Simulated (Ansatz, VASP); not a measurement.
**One calculation of Si, two programs**

File INCAR:

```
PREC     = Accurate       # precision mode
ENCUT    = 520            # plane-wave cutoff, eV
EDIFF    = 1E-6           # SCF threshold, eV
ISMEAR   = -1             # smearing method
SIGMA    = 0.02           # smearing width, eV
LREAL    = F              # projectors in reciprocal space
LASPH    = T              # aspherical terms in the spheres
NELM     = 80             # most SCF steps
ALGO     = Normal         # electronic algorithm
ISIF     = 2              # what is computed and relaxed
LWAVE    = F              # write WAVECAR
LCHARG   = F              # write CHGCAR
GGA      = PE             # functional
NBANDS   = 11             # bands
```

The input KPOINTS:

```
regular mesh
0
Gamma
  8 8 8
```

File POSCAR:

```
Si
1.0
    0.0000000000      2.6524326524      2.7221188962
    2.6524326524      0.0000000000      2.7221188962
    2.6524326524      2.6524326524      0.0000000000
Si
2
Direct
    0.0000000000      0.0000000000      0.0000000000
    0.2500000000      0.2500000000      0.2500000000
```

Input for Ansatz:

```yaml
crystal:
  lattice:
    - [0.0, 2.6524326524, 2.7221188962]
    - [2.6524326524, 0.0, 2.7221188962]
    - [2.6524326524, 2.6524326524, 0.0]
  atoms:
    - { symbol: Si, position: [0.0, 0.0, 0.0] }
    - { symbol: Si, position: [0.25, 0.25, 0.25] }
kpoints:
  mp_grid: { grid: [8, 8, 8] }
  band_path:
    path:
      - [0.0, 0.0, 0.0]
      - [0.5, 0.0, 0.5]
      - [0.625, 0.25, 0.625]
      - [0.375, 0.375, 0.75]
      - [0.5, 0.5, 0.5]
      - [0.5, 0.25, 0.75]
      - [0.4, 0.0, 0.4]
    npoints: 1
hamiltonian:
  xc: pbe
scf:
  occupations: { method: fermi_dirac, width: 0.02 }
  n_extra_bands: 4
output:
  forces: true
  stress: true
  eigenvalues: true
```

Change from the starting cell: biaxial_xy strain -2.6%.

Alike in both runs: task single point; functional PBE; k mesh 8 × 8 × 8; occupations fermi-dirac, width 0.02 eV; no spin polarisation.

|  | VASP | Ansatz |
| --- | --- | --- |
| version | VASP 6.6.1 | Ansatz 0.2.0 |
| potentials or method | VASP PAW PBE potentials, release 64 (Si) | plane waves, PAW |
| plane-wave cutoff (eV) | 520 | 420 |
| valence electrons in the cell | 8 | 8 |

```tsv
	VASP	Ansatz	Ansatz less VASP
pressure (GPa)	6.7	6.8	+0.09
traceless stress, the component that is largest in VASP (GPa)	-1.74	-1.74	+0.006
```
